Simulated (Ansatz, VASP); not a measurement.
**Two plane-wave programs on AlGaN2**

```xyz
4
Lattice="3.2351 0.0000 0.0000 0.0000 3.2351 0.0000 0.0000 0.0000 4.4238" Properties=species:S:1:pos:R:3 pbc="T T T"
Al    1.6176    1.6176    2.2119
Ga    0.0000    0.0000    0.0000
N     1.6176    0.0000    3.2660
N     0.0000    1.6176    1.1579
```

Change from the starting cell: strain +0.030 along x and y, +0.000 along z, atoms carried along.

Alike in both runs: task single point; functional r2SCAN; k mesh 8 × 8 × 6; occupations gaussian, width 0.05 eV; no spin polarisation.

```csv
,VASP,Ansatz
version,VASP 6.6.1,Ansatz 0.2.0
potentials or method,"VASP PAW PBE potentials, release 64 (Al, Ga_d, N), cutoff 520 eV","scalar-relativistic, plane waves, PAW"
valence electrons in the cell,26,26
```

```csv
,VASP,Ansatz,Ansatz less VASP
gap on the k mesh at the Fermi level (eV),2.94,2.93,-0.010
least direct gap on the mesh (eV),2.94,2.93,-0.010
pressure (GPa),-10.8,-11.0,-0.27
"traceless stress, the component that is largest in VASP (GPa)",2.69,2.69,+0.005
rms of the force components (eV/Å),0.016,0.016,0.0000
```

VASP's potentials were made for PBE, not for r2SCAN. Atom by atom the forces differ by 0.031 eV/Å (rms over components).
